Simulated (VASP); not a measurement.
# AgBr (P2_1/m) in VASP: notebook, part 2 of 2

VASP 6.6.1. Earlier steps stand in the parts before.

## (3) Single point, r2SCAN

File POSCAR:

```
AgBr
1.0
    4.0921149444      0.0000000000      0.0448480787
    0.0000000000      4.0890085681      0.0000000000
   -0.0528492746      0.0000000000      5.7846356070
Ag Br
2 2
Direct
    0.7505700997      0.7500000000      0.7499207460
    0.2494299003      0.2500000000      0.2500792540
    0.2501231929      0.2500000000      0.7501314385
    0.7498768071      0.7500000000      0.2498685615
```

File INCAR.step1:

```
SYSTEM = AgBr
PREC     = Accurate       ! precision mode
ENCUT    = 550            ! plane-wave cutoff, eV
ISMEAR   = 0              ! smearing method
SIGMA    = 0.02           ! smearing width, eV
LREAL    = .FALSE.        ! projectors in reciprocal space
LASPH    = .TRUE.         ! aspherical terms in the spheres
NELM     = 120            ! most SCF steps
NBANDS   = 26             ! bands
GGA      = PE             ! functional
ALGO     = Normal         ! electronic algorithm
EDIFF    = 1E-5           ! SCF threshold, eV
LWAVE    = .TRUE.         ! write WAVECAR
LCHARG   = .FALSE.        ! write CHGCAR
GGA_COMPAT= .FALSE.
```

File INCAR.step2:

```
SYSTEM = AgBr
PREC     = Accurate       ! precision mode
ENCUT    = 550            ! plane-wave cutoff, eV
EDIFF    = 1E-6           ! SCF threshold, eV
ISMEAR   = 0              ! smearing method
SIGMA    = 0.02           ! smearing width, eV
LREAL    = .FALSE.        ! projectors in reciprocal space
LASPH    = .TRUE.         ! aspherical terms in the spheres
NELM     = 120            ! most SCF steps
ALGO     = Normal         ! electronic algorithm
ISIF     = 2              ! what is computed and relaxed
LWAVE    = .FALSE.        ! write WAVECAR
LCHARG   = .FALSE.        ! write CHGCAR
METAGGA  = R2SCAN         ! meta-GGA
LMIXTAU  = .TRUE.       
NBANDS   = 26             ! bands
ISTART   = 1            
GGA_COMPAT= .FALSE.
```

File KPOINTS:

```
regular mesh
0
G
  8 8 6
  0 0 0
```

Potentials or basis: VASP PAW PBE potentials, release 64 (Ag, Br).

The run is started by

```sh
$ cat potpaw_PBE.64/Ag/POTCAR potpaw_PBE.64/Br/POTCAR > POTCAR
$ cp INCAR.step1 INCAR
$ mpirun -np 1 vasp_std > vasp.out
$ cp INCAR.step2 INCAR
$ mpirun -np 1 vasp_std > vasp.out
```

OUTCAR:

```text
SYSTEM = AgBr
   PREC = Accurate
   ENCUT = 550
   EDIFF = 1E-6
   ISMEAR = 0
   LREAL = .FALSE.
   LASPH = .TRUE.
   NELM = 120
   ISIF = 2
   METAGGA = R2SCAN
   ISTART = 1

 ion  position               nearest neighbor table
   1  0.751  0.750  0.750-   3 2.89   3 2.89   4 2.89   4 2.89   3 2.89   3 2.89
   2  0.249  0.250  0.250-   4 2.89   4 2.89   3 2.89   3 2.89   4 2.89   4 2.89
   3  0.250  0.250  0.750-   1 2.89   1 2.89   2 2.89   2 2.89   1 2.89   1 2.89
   4  0.750  0.750  0.250-   2 2.89   2 2.89   1 2.89   1 2.89   2 2.89   2 2.89

  LATTYP: Found a simple monoclinic cell.
 ALAT       =     4.0923606963
 B/A-ratio  =     0.9991808815
 C/A-ratio  =     1.4135794595
 COS(beta)  =    -0.0018233017

  Lattice vectors:

 A1 = (   4.0921149444,   0.0000000000,   0.0448480787)
 A2 = (   0.0000000000,  -4.0890085681,   0.0000000000)
 A3 = (   0.0528492746,   0.0000000000,  -5.7846356070)

Analysis of symmetry for initial positions (statically):
=====================================================================
 Subroutine PRICEL returns:
 Original cell was already a primitive cell.

 Routine SETGRP: Setting up the symmetry group for a
 simple monoclinic supercell.

 Subroutine GETGRP returns: Found  4 space group operations
 (whereof  2 operations were pure point group operations)
 out of a pool of  4 trial point group operations.

The static configuration has the point symmetry S_2 .
 The point group associated with its full space group is C_2h.

Analysis of symmetry for dynamics (positions and initial velocities):
=====================================================================
 Subroutine PRICEL returns:
 Original cell was already a primitive cell.

 Routine SETGRP: Setting up the symmetry group for a
 simple monoclinic supercell.

 Subroutine GETGRP returns: Found  4 space group operations
 (whereof  2 operations were pure point group operations)
 out of a pool of  4 trial point group operations.

The dynamic configuration has the point symmetry S_2 .
 The point group associated with its full space group is C_2h.

 Subroutine INISYM returns: Found  4 space group operations
 (whereof  2 operations are pure point group operations),
 and found     1 'primitive' translations

----------------------------------------------------------------------------------------

                                     Primitive cell

  volume of cell :      96.8022

  direct lattice vectors                    reciprocal lattice vectors
     4.092114944  0.000000000  0.044848079     0.244347946  0.000000000  0.002232398
     0.000000000  4.089008568  0.000000000     0.000000000  0.244558059  0.000000000
    -0.052849275  0.000000000  5.784635607    -0.001894421  0.000000000  0.172854428

  length of vectors
     4.092360696  4.089008568  5.784877021     0.244358143  0.244558059  0.172864809

  position of ions in fractional coordinates (direct lattice)
     0.750570100  0.750000000  0.749920746
     0.249429900  0.250000000  0.250079254
     0.250123193  0.250000000  0.750131438
     0.749876807  0.750000000  0.249868562

  ion indices of the primitive-cell ions
   primitive index   ion index
                 1           1
                 2           2
[... 25 lines left out ...]
 ===========================================

 Found    130 irreducible k-points:

 Following reciprocal coordinates:
            Coordinates               Weight
  0.000000  0.000000  0.000000      1.000000
  0.125000  0.000000  0.000000      2.000000
  0.250000  0.000000  0.000000      2.000000
  0.375000  0.000000  0.000000      2.000000
  0.500000  0.000000  0.000000      1.000000
  0.000000  0.125000  0.000000      2.000000
[... 16 lines left out ...]
  0.250000  0.500000  0.000000      2.000000
  0.375000  0.500000  0.000000      2.000000
 [... further k-points ...]
   k-points           NKPTS =    130   k-points in BZ     NKDIM =    130   number of bands    NBANDS=     26
   number of dos      NEDOS =    301   number of ions     NIONS =      4
   total plane-waves  NPLWV =  49152
   dimension x,y,z NGX =    32 NGY =   32 NGZ =   48
   dimension x,y,z NGXF=    64 NGYF=   64 NGZF=   96
   ions per type =               2   2
   NGX,Y,Z   is equivalent  to a cutoff of  13.00, 13.01, 13.79 a.u.
   NGXF,Y,Z  is equivalent  to a cutoff of  26.00, 26.02, 27.59 a.u.
 SYSTEM =  AgBr
   PREC   = accura    normal or accurate (medium, high low for compatibility)
   ISTART =      1    job   : 0-new  1-cont  2-samecut
   ICHARG =      0    charge: 1-file 2-atom 10-const
   ISPIN  =      1    spin polarized calculation?
   LNONCOLLINEAR =      F non collinear calculations
   LSORBIT =      F    spin-orbit coupling
   LASPH  =      T    aspherical Exc in radial PAW
   ENCUT  =  550.0 eV  40.42 Ry    6.36 a.u.   7.83  7.82 11.06*2*pi/ulx,y,z
   NELM   =    120;   NELMIN=  2; NELMDL=  0     # of ELM steps
   EDIFF  = 0.1E-05   stopping-criterion for ELM
   LREAL  =      F    real-space projection
   EDIFFG = 0.1E-04   stopping-criterion for IOM
   NSW    =      0    number of steps for IOM
   IBRION =     -1    ionic relax: 0-MD 1-quasi-New 2-CG
   NFREE  =      0    steps in history (QN), initial steepest desc. (CG)
   ISIF   =      2    stress and relaxation
   ISYM   =      2    0-nonsym 1-usesym 2-fastsym
   POTIM  = 0.5000    time-step for ionic-motion
   TEBEG  =    0.0;   TEEND  =   0.0 temperature during run
   PSTRESS=    0.0 pullay stress
   NELECT =      36.0000    total number of electrons
   NUPDOWN=      -1.0000    fix difference up-down
   EMIN   =  10.00;   EMAX   =-10.00  energy-range for DOS
   EFERMI =   0.00;   METHOD = LEGACY
   ISMEAR =     0;   SIGMA  =   0.02  broadening in eV -4-tet -1-fermi 0-gaus
   EFERMI_NEDOS =   21; number of points for ismear=-14 and -15
   IALGO  =     38    algorithm
   IMIX   =      4    mixing-type and parameters
     AMIX     =   0.40;   BMIX     =  1.00
     AMIX_MAG =   1.60;   BMIX_MAG =  1.00
  volume/ion in A,a.u.               =      24.20       163.31
  Fermi-wavevector in a.u.,A,eV,Ry     =   1.177282  2.224741 18.857583  1.385993
  Thomas-Fermi vector in A             =   2.313631
   LORBIT       =      0    0 simple, 1 ext, 2 COOP (PROOUT), +10 PAW based schemes
   METAGGA = R2SCAN    functional components
   LHFCALC =     F    Hartree Fock is set to
   AEXX    =    0.0000 exact exchange contribution
   IVDW    =     0    specifies the selected vdW correction
   LEPSILON=     F    determine dielectric tensor
   LRPA    =     F    only Hartree local field effects (RPA)
 non-spin polarized calculation
 Gauss-broadening in eV      SIGMA  =   0.02
  energy-cutoff  :      550.00
  volume of cell :       96.80
 maximum number of plane-waves:      2860
   NGX = 15   NGY = 15   NGZ = 23

 number of electron      35.9999990 magnetization

 Free energy of the ion-electron system (eV)
  ---------------------------------------------------
  ext. energy  EPLUGINS =         0.00000000
  ---------------------------------------------------
  free energy    TOTEN  =       -71.02881002 eV

  energy without entropy =      -71.02881002  energy(sigma->0) =      -71.02881002

 E-fermi :   3.1999     XC(G=0): -10.2450

 val. band max:        3.0357294551   @ k =   0.5000   0.0000   0.5000
 cond. band min:       4.2802997111   @ k =   0.0000   0.0000   0.0000
 fundamental gap:      1.2445702560
 Fermi energy:         3.1999099882

 k-point     1 :       0.0000    0.0000    0.0000
  band No.  band energies     occupation
      1     -12.4198      2.00000
      2     -11.9650      2.00000
      3      -1.1701      2.00000
      4       0.1024      2.00000
      5       0.2198      2.00000
      6       0.2258      2.00000
[... 685 lines left out ...]
     25      14.0639      0.00000
     26      14.0639      0.00000

 [... further k-points ...]

------------------------ aborting loop because EDIFF is reached ----------------------------------------

  FORCE on cell =-STRESS in cart. coord.  units (eV):
  Direction    XX          YY          ZZ          XY          YZ          ZX
  --------------------------------------------------------------------------------------
  -------------------------------------------------------------------------------------
  Total       -0.0418614     -0.0346832     -0.0388890      0.0000000      0.0000000     -0.0081009
  in kB       -0.6928493     -0.5740432     -0.6436530      0.0000000      0.0000000     -0.1340791
  external PRESSURE =      -0.6368485 kB  Pullay stress =       0.0000000 kB

 VOLUME and BASIS-vectors are now :
 -----------------------------------------------------------------------------
  energy-cutoff  :      550.00
  volume of cell :       96.80
      direct lattice vectors                 reciprocal lattice vectors
     4.092114944  0.000000000  0.044848079     0.244347946  0.000000000  0.002232398
     0.000000000  4.089008568  0.000000000     0.000000000  0.244558059  0.000000000
    -0.052849275  0.000000000  5.784635607    -0.001894421  0.000000000  0.172854428

 POSITION                                       TOTAL-FORCE (eV/Angst)
 -----------------------------------------------------------------------------------
      3.03179      3.06676      4.37168        -0.002321     -0.000000     -0.000708
      1.00748      1.02225      1.45780         0.002321     -0.000000      0.000708
      0.98389      1.02225      4.35045         0.002364      0.000000     -0.002302
      3.05538      3.06676      1.47903        -0.002364     -0.000000      0.002302
 -----------------------------------------------------------------------------------
    total drift:                                0.000000      0.000000     -0.000000

  FREE ENERGIE OF THE ION-ELECTRON SYSTEM (eV)
  ---------------------------------------------------
  free  energy   TOTEN  =       -71.0288100215 eV

  energy  without entropy=      -71.0288100215  energy(sigma->0) =      -71.02881002
```

Wall time 9.6 min (1 thread of Intel Xeon Platinum 8488C (Sapphire Rapids), shared host); peak memory 0.45 GiB.

What came out:

```yaml
Free_energy: -71.0288 eV
Pressure: -0.1 GPa
Largest_force: 0.003 eV/Å
Band_gap_on_the_k_mesh: 1.24 eV
```

Forces on the atoms (eV/Å):
```
Ag  -0.002  0.000 -0.001
Ag   0.002  0.000  0.001
Br   0.002  0.000 -0.002
Br  -0.002  0.000  0.002
```

Levels at points of the mesh, in eV from the valence-band top:
```
           k point  band 16  band 17  band 18  band 19  band 20  band 21
(0.00, 0.00, 0.00)    -1.95    -1.94    -1.94     1.24     2.19     7.45
(0.50, 0.00, 0.00)    -1.83    -0.10    -0.09     5.45     5.45     5.79
(0.00, 0.50, 0.00)    -1.84    -0.09    -0.09     5.45     5.45     5.78
(0.50, 0.50, 0.00)    -2.30    -2.19    -2.19     2.19     2.19     7.45
(0.00, 0.00, 0.50)    -1.83    -1.50    -1.50     3.73     3.73     7.31
(0.50, 0.00, 0.50)     0.00     0.00     0.00     4.30     4.31     7.08
(0.00, 0.50, 0.50)     0.00     0.00     0.00     4.30     4.30     7.09
(0.50, 0.50, 0.50)    -2.21    -1.40    -1.40     4.25     4.25     7.83
```

Caveat: the PAW data sets were made with another functional, which shifts forces and pressure a little. A k mesh can miss the band edges.
